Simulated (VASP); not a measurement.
# CdI2 (P-3m1) in VASP: single point with r2SCAN

Aim: the single point of CdI2 with r2SCAN.

All numbers are computed with VASP 6.6.1; they aren't measurements. Logs are shortened: lines on timing, memory, paths and dates and some standing lists are left out, and cuts for length are marked.

## Step 1: The cell of the first run

The structure is trigonal, space group P-3m1 (No. 164). Conventional cell: a = 4.249 Å, b = 4.249 Å, c = 27.542 Å, α = 90.00°, β = 90.00°, γ = 120.00°. Cd (site symmetry -3m) has 6 I at 3.00 Å within 3.9 Å. Cd (site symmetry 3m) has 6 I at 2.99 to 3.00 Å within 3.9 Å. Cd (site symmetry -3m) has 6 I at 2.99 Å within 3.9 Å. I (site symmetry 3m) has 3 Cd at 2.99 Å within 3.9 Å. Within 3.9 Å of I (site symmetry 3m) lie 3 Cd at 2.99 Å. Within 3.9 Å of I (site symmetry 3m) lie 3 Cd at 3.00 Å. I (site symmetry 3m) has 3 Cd at 3.00 Å within 3.9 Å.

## Step 2: Single point, r2SCAN

Contents of POSCAR:

```
CdI2
1.0
    4.2487756728      0.0000000000      0.0000000000
   -2.1243878364      3.6795476676      0.0000000000
    0.0000000000      0.0000000000     27.5417983332
Cd I
4 8
Direct
    0.0000000000      0.0000000000      0.0000000000
    0.6666666667      0.3333333333      0.7499739579
    0.3333333333      0.6666666667      0.2500260421
    0.0000000000      0.0000000000      0.5000000000
    0.0000000000      0.0000000000      0.3124075791
    0.6666666667      0.3333333333      0.4376159296
    0.0000000000      0.0000000000      0.6875924209
    0.3333333333      0.6666666667      0.5623840704
    0.3333333333      0.6666666667      0.8123694162
    0.6666666667      0.3333333333      0.9376074305
    0.6666666667      0.3333333333      0.1876305838
    0.3333333333      0.6666666667      0.0623925695
```

Contents of INCAR.step1:

```
ALGO = Normal
EDIFF = 1E-5
ENCUT = 550
GGA = PE
GGA_COMPAT = False
ISMEAR = 0
KPAR = 4
LASPH = True
LCHARG = False
LREAL = False
LWAVE = True
NBANDS = 64
NELM = 120
PREC = Accurate
SIGMA = 0.01
```

Contents of INCAR.step2:

```
ALGO = Normal
EDIFF = 1E-6
ENCUT = 550
GGA_COMPAT = False
ISIF = 2
ISMEAR = 0
ISTART = 1
KPAR = 4
LASPH = True
LCHARG = False
LMIXTAU = True
LREAL = False
LWAVE = False
METAGGA = R2SCAN
NBANDS = 64
NELM = 120
PREC = Accurate
SIGMA = 0.01
```

Contents of KPOINTS:

```
k-points
0
Gamma
  12 12 2
```

Potentials or basis: VASP PAW PBE potentials, release 64 (Cd, I).

Command:

```
cat potpaw_PBE.64/Cd/POTCAR potpaw_PBE.64/I/POTCAR > POTCAR
cp INCAR.step1 INCAR
mpirun -np 4 vasp_std > vasp.out
cp INCAR.step2 INCAR
mpirun -np 4 vasp_std > vasp.out
```

OUTCAR:

```text
EDIFF = 1E-6
   ENCUT = 550
   ISIF = 2
   ISMEAR = 0
   ISTART = 1
   LASPH = True
   LREAL = False
   METAGGA = R2SCAN
   NELM = 120
   PREC = Accurate

 ion  position               nearest neighbor table
   1  0.000  0.000  0.000-  10 3.00  12 3.00  12 3.00  10 3.00  10 3.00  12 3.00
   2  0.667  0.333  0.750-   7 2.99   7 2.99   7 2.99   9 3.00   9 3.00   9 3.00
   3  0.333  0.667  0.250-   5 2.99   5 2.99   5 2.99  11 3.00  11 3.00  11 3.00
   4  0.000  0.000  0.500-   6 2.99   8 2.99   8 2.99   6 2.99   6 2.99   8 2.99
   5  0.000  0.000  0.312-   3 2.99   3 2.99   3 2.99
   6  0.667  0.333  0.438-   4 2.99   4 2.99   4 2.99
   7  0.000  0.000  0.688-   2 2.99   2 2.99   2 2.99
   8  0.333  0.667  0.562-   4 2.99   4 2.99   4 2.99
   9  0.333  0.667  0.812-   2 3.00   2 3.00   2 3.00
  10  0.667  0.333  0.938-   1 3.00   1 3.00   1 3.00
  11  0.667  0.333  0.188-   3 3.00   3 3.00   3 3.00
  12  0.333  0.667  0.062-   1 3.00   1 3.00   1 3.00

  LATTYP: Found a hexagonal cell.
 ALAT       =     4.2487756728
 C/A-ratio  =     6.4822905360

  Lattice vectors:

 A1 = (   4.2487756728,   0.0000000000,   0.0000000000)
 A2 = (  -2.1243878364,   3.6795476676,   0.0000000000)
 A3 = (   0.0000000000,   0.0000000000,  27.5417983332)

Analysis of symmetry for initial positions (statically):
=====================================================================
 Subroutine PRICEL returns:
 Original cell was already a primitive cell.

 Routine SETGRP: Setting up the symmetry group for a
 hexagonal supercell.

 Subroutine GETGRP returns: Found 12 space group operations
 (whereof 12 operations were pure point group operations)
 out of a pool of 24 trial point group operations.

The static configuration has the point symmetry D_3d.

Analysis of symmetry for dynamics (positions and initial velocities):
=====================================================================
 Subroutine PRICEL returns:
 Original cell was already a primitive cell.

 Routine SETGRP: Setting up the symmetry group for a
 hexagonal supercell.

 Subroutine GETGRP returns: Found 12 space group operations
 (whereof 12 operations were pure point group operations)
 out of a pool of 24 trial point group operations.

The dynamic configuration has the point symmetry D_3d.

 Subroutine INISYM returns: Found 12 space group operations
 (whereof 12 operations are pure point group operations),
 and found     1 'primitive' translations

----------------------------------------------------------------------------------------

                                     Primitive cell

  volume of cell :     430.5767

  direct lattice vectors                    reciprocal lattice vectors
     4.248775673  0.000000000  0.000000000     0.235361920  0.135886268  0.000000000
    -2.124387836  3.679547668  0.000000000     0.000000000  0.271772536  0.000000000
     0.000000000  0.000000000 27.541798333     0.000000000  0.000000000  0.036308450

  length of vectors
     4.248775673  4.248775673 27.541798333     0.271772536  0.271772536  0.036308450

  position of ions in fractional coordinates (direct lattice)
     0.000000000  0.000000000  0.000000000
     0.666666667  0.333333333  0.749973958
     0.333333333  0.666666667  0.250026042
     0.000000000  0.000000000  0.500000000
     0.000000000  0.000000000  0.312407579
     0.666666667  0.333333333  0.437615930
     0.000000000  0.000000000  0.687592421
     0.333333333  0.666666667  0.562384070
     0.333333333  0.666666667  0.812369416
     0.666666667  0.333333333  0.937607431
     0.666666667  0.333333333  0.187630584
     0.333333333  0.666666667  0.062392569

  ion indices of the primitive-cell ions
   primitive index   ion index
                 1           1
                 2           2
                 3           3
                 4           4
                 5           5
                 6           6
                 7           7
                 8           8
                 9           9
                10          10
                11          11
                12          12

----------------------------------------------------------------------------------------

 KPOINTS: k-points

Automatic generation of k-mesh.
 Grid dimensions read from file:
 generate k-points for:   12   12    2

 Generating k-lattice:

  Cartesian coordinates                     Fractional coordinates (reciprocal lattice)
     0.019613493  0.011323856  0.000000000     0.083333333  0.000000000  0.000000000
     0.000000000  0.022647711  0.000000000     0.000000000  0.083333333  0.000000000
     0.000000000  0.000000000  0.018154225     0.000000000  0.000000000  0.500000000

  Length of vectors
     0.022647711  0.022647711  0.018154225

  Shift w.r.t. Gamma in fractional coordinates (k-lattice)
     0.000000000  0.000000000  0.000000000

 Subroutine IBZKPT returns following result:
 ===========================================

 Found     38 irreducible k-points:

 Following reciprocal coordinates:
            Coordinates               Weight
  0.000000  0.000000  0.000000      1.000000
  0.083333 -0.000000  0.000000      6.000000
  0.166667  0.000000  0.000000      6.000000
  0.250000 -0.000000  0.000000      6.000000
  0.333333  0.000000  0.000000      6.000000
  0.416667 -0.000000  0.000000      6.000000
[... 16 lines left out ...]
  0.250000 -0.000000  0.500000      6.000000
  0.333333  0.000000  0.500000      6.000000
 [... further k-points ...]
   k-points           NKPTS =     38   k-points in BZ     NKDIM =     38   number of bands    NBANDS=     64
   number of dos      NEDOS =    301   number of ions     NIONS =     12
   total plane-waves  NPLWV = 221184
   dimension x,y,z NGX =    32 NGY =   32 NGZ =  216
   dimension x,y,z NGXF=    64 NGYF=   64 NGZF=  432
   ions per type =               4   8
   NGX,Y,Z   is equivalent  to a cutoff of  12.52, 12.52, 13.04 a.u.
   NGXF,Y,Z  is equivalent  to a cutoff of  25.04, 25.04, 26.08 a.u.
 SYSTEM =  unknown system
   PREC   = accura    normal or accurate (medium, high low for compatibility)
   ISTART =      1    job   : 0-new  1-cont  2-samecut
   ICHARG =      0    charge: 1-file 2-atom 10-const
   ISPIN  =      1    spin polarized calculation?
   LNONCOLLINEAR =      F non collinear calculations
   LSORBIT =      F    spin-orbit coupling
   LASPH  =      T    aspherical Exc in radial PAW
   ENCUT  =  550.0 eV  40.42 Ry    6.36 a.u.   8.12  8.12 52.67*2*pi/ulx,y,z
   NELM   =    120;   NELMIN=  2; NELMDL=  0     # of ELM steps
   EDIFF  = 0.1E-05   stopping-criterion for ELM
   LREAL  =      F    real-space projection
   EDIFFG = 0.1E-04   stopping-criterion for IOM
   NSW    =      0    number of steps for IOM
   IBRION =     -1    ionic relax: 0-MD 1-quasi-New 2-CG
   NFREE  =      0    steps in history (QN), initial steepest desc. (CG)
   ISIF   =      2    stress and relaxation
   ISYM   =      2    0-nonsym 1-usesym 2-fastsym
   POTIM  = 0.5000    time-step for ionic-motion
   TEBEG  =    0.0;   TEEND  =   0.0 temperature during run
   PSTRESS=    0.0 pullay stress
   NELECT =     104.0000    total number of electrons
   NUPDOWN=      -1.0000    fix difference up-down
   EMIN   =  10.00;   EMAX   =-10.00  energy-range for DOS
   EFERMI =   0.00;   METHOD = LEGACY
   ISMEAR =     0;   SIGMA  =   0.01  broadening in eV -4-tet -1-fermi 0-gaus
   EFERMI_NEDOS =   21; number of points for ismear=-14 and -15
   IALGO  =     38    algorithm
   IMIX   =      4    mixing-type and parameters
     AMIX     =   0.40;   BMIX     =  1.00
     AMIX_MAG =   1.60;   BMIX_MAG =  1.00
  volume/ion in A,a.u.               =      35.88       242.14
  Fermi-wavevector in a.u.,A,eV,Ry     =   1.019536  1.926643 14.142617  1.039453
  Thomas-Fermi vector in A             =   2.153055
   LORBIT       =      0    0 simple, 1 ext, 2 COOP (PROOUT), +10 PAW based schemes
   METAGGA = R2SCAN    functional components
   LHFCALC =     F    Hartree Fock is set to
   AEXX    =    0.0000 exact exchange contribution
   IVDW    =     0    specifies the selected vdW correction
   LEPSILON=     F    determine dielectric tensor
   LRPA    =     F    only Hartree local field effects (RPA)
 non-spin polarized calculation
 Gauss-broadening in eV      SIGMA  =   0.01
  energy-cutoff  :      550.00
  volume of cell :      430.58
 maximum number of plane-waves:     12660
   NGX = 17   NGY = 17   NGZ =105

 number of electron     103.9999989 magnetization

 Free energy of the ion-electron system (eV)
  ---------------------------------------------------
  ext. energy  EPLUGINS =         0.00000000
  ---------------------------------------------------
  free energy    TOTEN  =      -285.42383223 eV

  energy without entropy =     -285.42383223  energy(sigma->0) =     -285.42383223

 E-fermi :   1.7090     XC(G=0):  -8.9730

 val. band max:        1.6648438568   @ k =   0.1667   0.0000   0.0000
 cond. band min:       4.3396936690   @ k =   0.5000  -0.0000   0.0000
 fundamental gap:      2.6748498122
 Fermi energy:         1.7089831134

 k-point     1 :       0.0000    0.0000    0.0000
  band No.  band energies     occupation
      1     -10.7972      2.00000
      2     -10.7255      2.00000
      3     -10.7254      2.00000
      4     -10.6165      2.00000
      5     -10.2957      2.00000
      6     -10.1614      2.00000
[... 56 lines left out ...]
     63       8.4457      0.00000
     64       8.4467      0.00000

 k-point     2 :       0.0833   -0.0000    0.0000
  band No.  band energies     occupation
      1     -10.7611      2.00000
      2     -10.6909      2.00000
      3     -10.6909      2.00000
      4     -10.5835      2.00000
      5     -10.2829      2.00000
      6     -10.1525      2.00000
[... 1463 lines left out ...]
     63       8.8426      0.00000
     64       8.8662      0.00000

 k-point    24 :       0.3333    0.0000    0.5000
  band No.  band energies     occupation
      1     -10.3330      2.00000
      2     -10.3288      2.00000
      3     -10.2558      2.00000
      4     -10.2523      2.00000
      5     -10.1143      2.00000
      6     -10.1106      2.00000
[... 56 lines left out ...]
     63       8.6603      0.00000
     64       8.7207      0.00000

 [... further k-points ...]

------------------------ aborting loop because EDIFF is reached ----------------------------------------

  FORCE on cell =-STRESS in cart. coord.  units (eV):
  Direction    XX          YY          ZZ          XY          YZ          ZX
  --------------------------------------------------------------------------------------
  -------------------------------------------------------------------------------------
  Total        2.5066007      2.5066007      2.4917486     -0.0000000      0.0000000      0.0000000
  in kB        9.3270696      9.3270696      9.2718048     -0.0000000      0.0000000      0.0000000
  external PRESSURE =       9.3086480 kB  Pullay stress =       0.0000000 kB

 VOLUME and BASIS-vectors are now :
 -----------------------------------------------------------------------------
  energy-cutoff  :      550.00
  volume of cell :      430.58
      direct lattice vectors                 reciprocal lattice vectors
     4.248775673  0.000000000  0.000000000     0.235361920  0.135886268  0.000000000
    -2.124387836  3.679547668  0.000000000     0.000000000  0.271772536  0.000000000
     0.000000000  0.000000000 27.541798333     0.000000000  0.000000000  0.036308450

 POSITION                                       TOTAL-FORCE (eV/Angst)
 -----------------------------------------------------------------------------------
      0.00000      0.00000      0.00000        -0.000000      0.000000     -0.000000
      2.12439      1.22652     20.65563        -0.000000      0.000000      0.000303
     -0.00000      2.45303      6.88617         0.000000      0.000000     -0.000303
      0.00000      0.00000     13.77090        -0.000000      0.000000     -0.000000
      0.00000      0.00000      8.60427         0.000000     -0.000000      0.021111
      2.12439      1.22652     12.05273         0.000000      0.000000     -0.020336
      0.00000      0.00000     18.93753        -0.000000      0.000000     -0.021111
     -0.00000      2.45303     15.48907        -0.000000     -0.000000      0.020336
     -0.00000      2.45303     22.37411         0.000000      0.000000      0.019615
      2.12439      1.22652     25.82339        -0.000000      0.000000     -0.020541
      2.12439      1.22652      5.16768         0.000000     -0.000000     -0.019615
     -0.00000      2.45303      1.71840         0.000000     -0.000000      0.020541
 -----------------------------------------------------------------------------------
    total drift:                               -0.000000      0.000000      0.000000

  FREE ENERGIE OF THE ION-ELECTRON SYSTEM (eV)
  ---------------------------------------------------
  free  energy   TOTEN  =      -285.4238322283 eV

  energy  without entropy=     -285.4238322283  energy(sigma->0) =     -285.42383223
```

Wall time 32 min (4 MPI ranks of Intel Xeon Platinum 8259CL at 2.50GHz (Skylake/Cascade Lake), shared host); peak memory 1.1 GiB.

Results:

| Quantity | Value |
| --- | --- |
| Free energy | -285.4238 eV |
| Pressure | 0.9 GPa |
| Largest force | 0.021 eV/Å |
| Band gap on the k mesh | 2.67 eV (least direct gap 2.82 eV) |

Forces on the atoms (eV/Å):
```
Cd   0.000  0.000  0.000
Cd   0.000  0.000  0.000
Cd   0.000  0.000  0.000
Cd   0.000  0.000  0.000
I    0.000  0.000  0.021
I    0.000  0.000 -0.020
I    0.000  0.000 -0.021
I    0.000  0.000  0.020
I    0.000  0.000  0.020
I    0.000  0.000 -0.021
I    0.000  0.000 -0.020
I    0.000  0.000  0.021
```

Caveat: the PAW data sets were made with another functional, which shifts forces and pressure a little; spin-orbit coupling is left out, which moves the levels of the heavy elements.
